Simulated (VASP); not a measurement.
# BN: single point with LDA

Crystal: BN.

```
B N
1.0
     2.50727    0.00000    0.00000
    -1.25363    2.17136    0.00000
     0.00000    0.00000    6.70443
B N
2 2
Cartesian
  0.0000 1.4476 1.6761
  1.2536 0.7238 5.0283
  0.0000 1.4476 5.0283
  1.2536 0.7238 1.6761
```

This cell differs from its parent crystal: volume 9.125 Å^3 an atom, c/a of the conventional cell 2.6740.

* Program: VASP 6.6.1
* Task: single point
* Functional: LDA
* Potentials or basis: VASP PAW LDA potentials, release 64 (B, N)
* Cutoff: 520 eV
* k mesh: 12 × 12 × 4
* Occupations: gaussian, width 0.05 eV
* Spin: no spin polarisation
* Dipole correction: no
* Further INCAR settings: ALGO = Normal; EDIFF = 1e-06; NBANDS = 16

| Item | Value |
| --- | --- |
| Pressure | -5.1 GPa |
| Band gap on the k mesh | 4.08 eV, indirect (least direct gap 4.49 eV) |

Stress tensor (GPa, compression positive):
```
-7.18  0.00  0.00
 0.00 -7.18  0.00
 0.00  0.00 -0.94
```

Levels at points of the mesh, in eV from the valence-band top:
```
           k point  band 5  band 6  band 7  band 8  band 9  band 10  band 11  band 12
(0.00, 0.00, 0.00)   -1.35   -1.35   -1.31   -1.31    4.87     9.90    11.40    11.40
(0.50, 0.00, 0.00)   -4.15   -4.09   -1.45   -0.45    4.08     5.47     9.42     9.90
(0.00, 0.00, 0.50)   -1.33   -1.33   -1.33   -1.33    7.24     7.24    11.46    11.46
(0.50, 0.00, 0.50)   -4.12   -4.12   -0.93   -0.93    4.56     4.56     9.85     9.85
```

It took 45 s on 1 thread of Intel Xeon 8259CL, on a shared host, peak memory 0.15 GiB.

 A k mesh can miss the band edges.
